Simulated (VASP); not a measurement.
# CaO (Fm-3m) in VASP: settings compared

Aim: see how the results for CaO move with the level of theory and the settings. Levels: r2SCAN, r2SCAN+D4. Tasks: single point.

All numbers are computed with VASP 6.6.1; they aren't measurements. Logs are shortened: lines on timing, memory, paths and dates and some standing lists are left out, and cuts for length are marked.

## Step 1: The cell of the first run

The structure is cubic, space group Fm-3m (No. 225). Conventional cell: a = 4.795 Å, b = 4.795 Å, c = 4.795 Å, α = 90.00°, β = 90.00°, γ = 90.00°. Ca (site symmetry m-3m) has 6 O at 2.40 Å within 3.2 Å. Within 3.2 Å of O (site symmetry m-3m) lie 6 Ca at 2.40 Å.

## Step 2: Single point, r2SCAN

Input file POSCAR:

```
CaO
1.0
    0.0000000000      2.3975501188      2.3975501188
    2.3975501188      0.0000000000      2.3975501188
    2.3975501188      2.3975501188      0.0000000000
Ca O
1 1
Direct
    0.0000000000      0.0000000000      0.0000000000
    0.5000000000      0.5000000000      0.5000000000
```

Input file INCAR.step1:

```
SYSTEM = CaO
PREC = Accurate
ENCUT = 1480
ISMEAR = 0
SIGMA = 0.01
LREAL = .FALSE.
LASPH = .TRUE.
NELM = 120
NBANDS = 15
GGA = PE
ALGO = Normal
EDIFF = 1E-5
LWAVE = .TRUE.
LCHARG = .FALSE.
GGA_COMPAT = .FALSE.
```

Input file INCAR.step2:

```
SYSTEM = CaO
PREC = Accurate
ENCUT = 1480
EDIFF = 1E-6
ISMEAR = 0
SIGMA = 0.01
LREAL = .FALSE.
LASPH = .TRUE.
NELM = 120
ALGO = Normal
ISIF = 2
LWAVE = .FALSE.
LCHARG = .TRUE.
METAGGA = R2SCAN
LMIXTAU = .TRUE.
LELF = .TRUE.
LVHAR = .TRUE.
NBANDS = 15
ISTART = 1
GGA_COMPAT = .FALSE.
```

Input file KPOINTS:

```
Automatic mesh
0
G
  6 6 6
  0 0 0
```

Potentials or basis: VASP PAW PBE potentials, release 64 (Ca_sv, O_h).

On the command line:

```bash
$ cat potpaw_PBE.64/Ca_sv/POTCAR potpaw_PBE.64/O_h/POTCAR > POTCAR
$ cp INCAR.step1 INCAR
$ mpirun -np 1 vasp_std > vasp.out
$ cp INCAR.step2 INCAR
$ mpirun -np 1 vasp_std > vasp.out
```

OUTCAR:

```text
SYSTEM = CaO
   PREC = Accurate
   ENCUT = 1480
   EDIFF = 1E-6
   ISMEAR = 0
   LREAL = .FALSE.
   LASPH = .TRUE.
   NELM = 120
   ISIF = 2
   METAGGA = R2SCAN
   ISTART = 1

 ion  position               nearest neighbor table
   1  0.000  0.000  0.000-
   2  0.500  0.500  0.500-

  LATTYP: Found a face centered cubic cell.
 ALAT       =     4.7951002376

  Lattice vectors:

 A1 = (   0.0000000000,   2.3975501188,   2.3975501188)
 A2 = (   2.3975501188,   0.0000000000,   2.3975501188)
 A3 = (   2.3975501188,   2.3975501188,   0.0000000000)

Analysis of symmetry for initial positions (statically):
=====================================================================
 Subroutine PRICEL returns:
 Original cell was already a primitive cell.

 Routine SETGRP: Setting up the symmetry group for a
 face centered cubic supercell.

 Subroutine GETGRP returns: Found 48 space group operations
 (whereof 48 operations were pure point group operations)
 out of a pool of 48 trial point group operations.

The static configuration has the point symmetry O_h .

Analysis of symmetry for dynamics (positions and initial velocities):
=====================================================================
 Subroutine PRICEL returns:
 Original cell was already a primitive cell.

 Routine SETGRP: Setting up the symmetry group for a
 face centered cubic supercell.

 Subroutine GETGRP returns: Found 48 space group operations
 (whereof 48 operations were pure point group operations)
 out of a pool of 48 trial point group operations.

The dynamic configuration has the point symmetry O_h .

 Subroutine INISYM returns: Found 48 space group operations
 (whereof 48 operations are pure point group operations),
 and found     1 'primitive' translations

----------------------------------------------------------------------------------------

                                     Primitive cell

  volume of cell :      27.5634

  direct lattice vectors                    reciprocal lattice vectors
     0.000000000  2.397550119  2.397550119    -0.208546214  0.208546214  0.208546214
     2.397550119  0.000000000  2.397550119     0.208546214 -0.208546214  0.208546214
     2.397550119  2.397550119  0.000000000     0.208546214  0.208546214 -0.208546214

  length of vectors
     3.390647894  3.390647894  3.390647894     0.361212638  0.361212638  0.361212638

  position of ions in fractional coordinates (direct lattice)
     0.000000000  0.000000000  0.000000000
     0.500000000  0.500000000  0.500000000

  ion indices of the primitive-cell ions
   primitive index   ion index
                 1           1
                 2           2

----------------------------------------------------------------------------------------

 KPOINTS: Automatic mesh

Automatic generation of k-mesh.
 Grid dimensions read from file:
 generate k-points for:    6    6    6

 Generating k-lattice:

  Cartesian coordinates                     Fractional coordinates (reciprocal lattice)
    -0.034757702  0.034757702  0.034757702     0.166666667  0.000000000  0.000000000
     0.034757702 -0.034757702  0.034757702     0.000000000  0.166666667  0.000000000
     0.034757702  0.034757702 -0.034757702     0.000000000  0.000000000  0.166666667

  Length of vectors
     0.060202106  0.060202106  0.060202106

  Shift w.r.t. Gamma in fractional coordinates (k-lattice)
     0.000000000  0.000000000  0.000000000

 Subroutine IBZKPT returns following result:
 ===========================================

 Found     16 irreducible k-points:

 Following reciprocal coordinates:
            Coordinates               Weight
  0.000000  0.000000  0.000000      1.000000
  0.166667  0.000000  0.000000      8.000000
  0.333333  0.000000  0.000000      8.000000
  0.500000  0.000000  0.000000      4.000000
  0.166667  0.166667  0.000000      6.000000
  0.333333  0.166667  0.000000     24.000000
[... 8 lines left out ...]
 -0.333333  0.333333  0.166667     24.000000
 -0.333333  0.500000  0.166667     12.000000
   k-points           NKPTS =     16   k-points in BZ     NKDIM =     16   number of bands    NBANDS=     15
   number of dos      NEDOS =    301   number of ions     NIONS =      2
   total plane-waves  NPLWV = 110592
   dimension x,y,z NGX =    48 NGY =   48 NGZ =   48
   dimension x,y,z NGXF=    96 NGYF=   96 NGZF=   96
   ions per type =               1   1
   NGX,Y,Z   is equivalent  to a cutoff of  23.53, 23.53, 23.53 a.u.
   NGXF,Y,Z  is equivalent  to a cutoff of  47.07, 47.07, 47.07 a.u.
 SYSTEM =  CaO
   PREC   = accura    normal or accurate (medium, high low for compatibility)
   ISTART =      1    job   : 0-new  1-cont  2-samecut
   ICHARG =      0    charge: 1-file 2-atom 10-const
   ISPIN  =      1    spin polarized calculation?
   LNONCOLLINEAR =      F non collinear calculations
   LSORBIT =      F    spin-orbit coupling
   LASPH  =      T    aspherical Exc in radial PAW
   ENCUT  = 1480.0 eV 108.78 Ry   10.43 a.u.  10.64 10.64 10.64*2*pi/ulx,y,z
   NELM   =    120;   NELMIN=  2; NELMDL=  0     # of ELM steps
   EDIFF  = 0.1E-05   stopping-criterion for ELM
   LREAL  =      F    real-space projection
   EDIFFG = 0.1E-04   stopping-criterion for IOM
   NSW    =      0    number of steps for IOM
   IBRION =     -1    ionic relax: 0-MD 1-quasi-New 2-CG
   NFREE  =      0    steps in history (QN), initial steepest desc. (CG)
   ISIF   =      2    stress and relaxation
   ISYM   =      2    0-nonsym 1-usesym 2-fastsym
   POTIM  = 0.5000    time-step for ionic-motion
   TEBEG  =    0.0;   TEEND  =   0.0 temperature during run
   PSTRESS=    0.0 pullay stress
   NELECT =      16.0000    total number of electrons
   NUPDOWN=      -1.0000    fix difference up-down
   EMIN   =  10.00;   EMAX   =-10.00  energy-range for DOS
   EFERMI =   0.00;   METHOD = LEGACY
   ISMEAR =     0;   SIGMA  =   0.01  broadening in eV -4-tet -1-fermi 0-gaus
   EFERMI_NEDOS =   21; number of points for ismear=-14 and -15
   IALGO  =     38    algorithm
   IMIX   =      4    mixing-type and parameters
     AMIX     =   0.40;   BMIX     =  1.00
     AMIX_MAG =   1.60;   BMIX_MAG =  1.00
  volume/ion in A,a.u.               =      13.78        93.00
  Fermi-wavevector in a.u.,A,eV,Ry     =   1.365643  2.580691 25.374598  1.864980
  Thomas-Fermi vector in A             =   2.491853
   LORBIT       =      0    0 simple, 1 ext, 2 COOP (PROOUT), +10 PAW based schemes
   METAGGA = R2SCAN    functional components
   LHFCALC =     F    Hartree Fock is set to
   AEXX    =    0.0000 exact exchange contribution
   IVDW    =     0    specifies the selected vdW correction
   LEPSILON=     F    determine dielectric tensor
   LRPA    =     F    only Hartree local field effects (RPA)
 non-spin polarized calculation
 Gauss-broadening in eV      SIGMA  =   0.01
  energy-cutoff  :     1480.00
  volume of cell :       27.56
 maximum number of plane-waves:      3593
 NGX is ok and might be reduce to    48
   NGX = 21   NGY = 21   NGZ = 21

 number of electron      16.0000000 magnetization

 Free energy of the ion-electron system (eV)
  ---------------------------------------------------
  ext. energy  EPLUGINS =         0.00000000
  ---------------------------------------------------
  free energy    TOTEN  =       -19.46684312 eV

  energy without entropy =      -19.46684312  energy(sigma->0) =      -19.46684312

 E-fermi :   2.4051     XC(G=0): -11.1140

 val. band max:        2.3304785882   @ k =   0.0000   0.0000   0.0000
 cond. band min:       6.5223645718   @ k =   0.5000   0.5000   0.0000
 fundamental gap:      4.1918859835
 Fermi energy:         2.4050962212

 k-point     1 :       0.0000    0.0000    0.0000
  band No.  band energies     occupation
      1     -36.6939      2.00000
      2     -16.5807      2.00000
      3     -16.5807      2.00000
      4     -16.5807      2.00000
      5     -14.1559      2.00000
      6       2.3305      2.00000
      7       2.3305      2.00000
      8       2.3305      2.00000
      9       7.8186      0.00000
     10       9.2057      0.00000
     11       9.2057      0.00000
     12       9.2057      0.00000
     13      10.8149      0.00000
     14      10.8149      0.00000
     15      18.1537      0.00000

 k-point     2 :       0.1667    0.0000    0.0000
  band No.  band energies     occupation
      1     -36.6679      2.00000
      2     -16.9828      2.00000
      3     -16.5937      2.00000
      4     -16.5937      2.00000
      5     -13.7383      2.00000
      6       1.4957      2.00000
      7       1.9810      2.00000
      8       1.9810      2.00000
      9       8.9185      0.00000
     10       9.1879      0.00000
     11       9.6796      0.00000
     12       9.6796      0.00000
     13      11.4566      0.00000
     14      11.4566      0.00000
     15      19.0610      0.00000

 k-point     3 :       0.3333    0.0000    0.0000
  band No.  band energies     occupation
      1     -36.6154      2.00000
      2     -17.5771      2.00000
      3     -16.6193      2.00000
      4     -16.6193      2.00000
      5     -13.1091      2.00000
      6       0.2374      2.00000
      7       1.3830      2.00000
      8       1.3830      2.00000
      9       9.5207      0.00000
     10      10.7713      0.00000
     11      10.7713      0.00000
     12      10.8836      0.00000
     13      12.7863      0.00000
     14      12.7863      0.00000
     15      18.5296      0.00000
[... 199 lines left out ...]
 k-point    15 :      -0.3333    0.3333    0.1667
  band No.  band energies     occupation
      1     -36.5652      2.00000
      2     -17.3964      2.00000
      3     -16.9131      2.00000
      4     -16.7806      2.00000
      5     -13.3168      2.00000
      6       0.6219      2.00000
      7       1.2482      2.00000
      8       1.3207      2.00000
      9       9.5207      0.00000
     10       9.5214      0.00000
     11      11.7821      0.00000
     12      12.1740      0.00000
     13      13.2470      0.00000
     14      16.1563      0.00000
     15      17.1900      0.00000

 k-point    16 :      -0.3333    0.5000    0.1667
  band No.  band energies     occupation
      1     -36.5575      2.00000
      2     -17.0973      2.00000
      3     -17.0131      2.00000
      4     -16.9084      2.00000
      5     -13.5903      2.00000
      6       1.1333      2.00000
      7       1.2538      2.00000
      8       1.5379      2.00000
      9       7.9423      0.00000
     10      10.6993      0.00000
     11      11.4374      0.00000
     12      12.6210      0.00000
     13      12.8399      0.00000
     14      16.2109      0.00000
     15      17.1962      0.00000

------------------------ aborting loop because EDIFF is reached ----------------------------------------

  FORCE on cell =-STRESS in cart. coord.  units (eV):
  Direction    XX          YY          ZZ          XY          YZ          ZX
  --------------------------------------------------------------------------------------
  -------------------------------------------------------------------------------------
  Total        0.1667074      0.1667074      0.1667074      0.0000000     -0.0000000      0.0000000
  in kB        9.6901939      9.6901939      9.6901939      0.0000000     -0.0000000      0.0000000
  external PRESSURE =       9.6901939 kB  Pullay stress =       0.0000000 kB

 VOLUME and BASIS-vectors are now :
 -----------------------------------------------------------------------------
  energy-cutoff  :     1480.00
  volume of cell :       27.56
      direct lattice vectors                 reciprocal lattice vectors
     0.000000000  2.397550119  2.397550119    -0.208546214  0.208546214  0.208546214
     2.397550119  0.000000000  2.397550119     0.208546214 -0.208546214  0.208546214
     2.397550119  2.397550119  0.000000000     0.208546214  0.208546214 -0.208546214

 POSITION                                       TOTAL-FORCE (eV/Angst)
 -----------------------------------------------------------------------------------
      0.00000      0.00000      0.00000         0.000000     -0.000000     -0.000000
      2.39755      2.39755      2.39755        -0.000000      0.000000      0.000000
 -----------------------------------------------------------------------------------
    total drift:                               -0.000000     -0.000000     -0.000000

  FREE ENERGIE OF THE ION-ELECTRON SYSTEM (eV)
  ---------------------------------------------------
  free  energy   TOTEN  =       -19.4668431202 eV

  energy  without entropy=      -19.4668431202  energy(sigma->0) =      -19.46684312
```

It took 96 s on 1 thread of Intel Xeon 6975P-C (Granite Rapids), shared host; peak memory 0.39 GiB.

What came out:

* Free energy: -19.4668 eV
* Pressure: 1.0 GPa
* Band gap on the k mesh: 4.19 eV (least direct gap 4.56 eV)

Caveat: the PAW data sets were made with another functional, which shifts forces and pressure a little. A k mesh can miss the band edges.

## Step 3: Single point, r2SCAN+D4

POSCAR is that of step 2.

Input file INCAR.step1:

```
SYSTEM = CaO
ALGO = Normal
EDIFF = 1E-5
ENCUT = 1480
GGA = PE
GGA_COMPAT = .False.
ISMEAR = 0
LASPH = .True.
LCHARG = .False.
LREAL = .False.
LWAVE = .True.
NBANDS = 15
NELM = 120
PREC = Accurate
SIGMA = 0.01
```

Input file INCAR.step2:

```
SYSTEM = CaO
ALGO = Normal
EDIFF = 1E-6
ENCUT = 1480
GGA_COMPAT = .False.
ISIF = 2
ISMEAR = 0
ISTART = 1
IVDW = 13
LASPH = .True.
LCHARG = .False.
LMIXTAU = .True.
LREAL = .False.
LWAVE = .False.
METAGGA = R2SCAN
NBANDS = 15
NELM = 120
PREC = Accurate
SIGMA = 0.01
VDW_A1 = 0.51559235
VDW_A2 = 5.77342911
VDW_S6 = 1.0
VDW_S8 = 0.6018749
```

Input file KPOINTS:

```
k-points
0
Gamma
  6 6 6
  0 0 0
```

Potentials or basis: VASP PAW PBE potentials, release 64 (Ca_sv, O_h).

On the command line:

```bash
$ cat potpaw_PBE.64/Ca_sv/POTCAR potpaw_PBE.64/O_h/POTCAR > POTCAR
$ cp INCAR.step1 INCAR
$ mpirun -np 1 vasp_std > vasp.out
$ cp INCAR.step2 INCAR
$ mpirun -np 1 vasp_std > vasp.out
```

OUTCAR:

```text
SYSTEM = CaO
   EDIFF = 1E-6
   ENCUT = 1480
   ISIF = 2
   ISMEAR = 0
   ISTART = 1
   IVDW = 13
   LASPH = .True.
   LREAL = .False.
   METAGGA = R2SCAN
   NELM = 120
   PREC = Accurate

 ion  position               nearest neighbor table
   1  0.000  0.000  0.000-
   2  0.500  0.500  0.500-

  LATTYP: Found a face centered cubic cell.
 ALAT       =     4.7951002376

  Lattice vectors:

 A1 = (   0.0000000000,   2.3975501188,   2.3975501188)
 A2 = (   2.3975501188,   0.0000000000,   2.3975501188)
 A3 = (   2.3975501188,   2.3975501188,   0.0000000000)

Analysis of symmetry for initial positions (statically):
=====================================================================
 Subroutine PRICEL returns:
 Original cell was already a primitive cell.

 Routine SETGRP: Setting up the symmetry group for a
 face centered cubic supercell.

 Subroutine GETGRP returns: Found 48 space group operations
 (whereof 48 operations were pure point group operations)
 out of a pool of 48 trial point group operations.

The static configuration has the point symmetry O_h .

Analysis of symmetry for dynamics (positions and initial velocities):
[... 165 lines left out ...]
      6       2.3305      2.00000
      7       2.3305      2.00000
      8       2.3305      2.00000
      9       7.8186      0.00000
     10       9.2057      0.00000
     11       9.2057      0.00000
     12       9.2057      0.00000
     13      10.8149      0.00000
     14      10.8149      0.00000
[... 257 lines left out ...]
      2     -17.0973      2.00000
      3     -17.0131      2.00000
      4     -16.9084      2.00000
      5     -13.5903      2.00000
      6       1.1333      2.00000
      7       1.2538      2.00000
      8       1.5379      2.00000
      9       7.9423      0.00000
     10      10.6993      0.00000
     11      11.4374      0.00000
     12      12.6210      0.00000
     13      12.8399      0.00000
     14      16.2109      0.00000
     15      17.1962      0.00000

------------------------ aborting loop because EDIFF is reached ----------------------------------------

  DFT-D4 for vdW energy calculation

  Edisp (eV):   -0.12432

  FORCE on cell =-STRESS in cart. coord.  units (eV):
  Direction    XX          YY          ZZ          XY          YZ          ZX
  --------------------------------------------------------------------------------------
  -------------------------------------------------------------------------------------
  Total       0.03259     0.03259     0.03259    -0.00000    -0.00000    -0.00000
  in kB       1.89424     1.89424     1.89424    -0.00000    -0.00000    -0.00000
  external pressure =        1.89 kB  Pullay stress =        0.00 kB

 VOLUME and BASIS-vectors are now :
 -----------------------------------------------------------------------------
  energy-cutoff  :     1480.00
  volume of cell :       27.56
      direct lattice vectors                 reciprocal lattice vectors
     0.000000000  2.397550119  2.397550119    -0.208546214  0.208546214  0.208546214
     2.397550119  0.000000000  2.397550119     0.208546214 -0.208546214  0.208546214
     2.397550119  2.397550119  0.000000000     0.208546214  0.208546214 -0.208546214

 POSITION                                       TOTAL-FORCE (eV/Angst)
 -----------------------------------------------------------------------------------
      0.00000      0.00000      0.00000         0.000000     -0.000000     -0.000000
      2.39755      2.39755      2.39755        -0.000000      0.000000      0.000000
 -----------------------------------------------------------------------------------
    total drift:                               -0.000000     -0.000000     -0.000000

  FREE ENERGIE OF THE ION-ELECTRON SYSTEM (eV)
  ---------------------------------------------------
  free  energy   TOTEN  =       -19.5911615904 eV

  energy  without entropy=      -19.5911615904  energy(sigma->0) =      -19.59116159
```

OUTCAR.step1:

```text
SYSTEM = CaO
   EDIFF = 1E-5
   ENCUT = 1480
   GGA = PE
   ISMEAR = 0
   LASPH = .True.
   LREAL = .False.
[... 498 lines left out ...]
      0.00000      0.00000      0.00000        -0.000000     -0.000000     -0.000000
      2.39755      2.39755      2.39755         0.000000      0.000000      0.000000
 -----------------------------------------------------------------------------------
    total drift:                               -0.000000     -0.000000     -0.000000

  FREE ENERGIE OF THE ION-ELECTRON SYSTEM (eV)
  ---------------------------------------------------
  free  energy   TOTEN  =       -12.8049645989 eV

  energy  without entropy=      -12.8049645989  energy(sigma->0) =      -12.80496460
```

It took 2 min on 1 thread of AMD EPYC 9R45 (Zen 5), shared host; peak memory 0.36 GiB.

What came out:

* Free energy: -19.5912 eV
* Pressure: 0.2 GPa
* Band gap on the k mesh: 4.19 eV (least direct gap 4.56 eV)
* Dispersion energy per atom: -0.062 eV

Caveat: the PAW data sets were made with another functional, which shifts forces and pressure a little. A k mesh can miss the band edges.
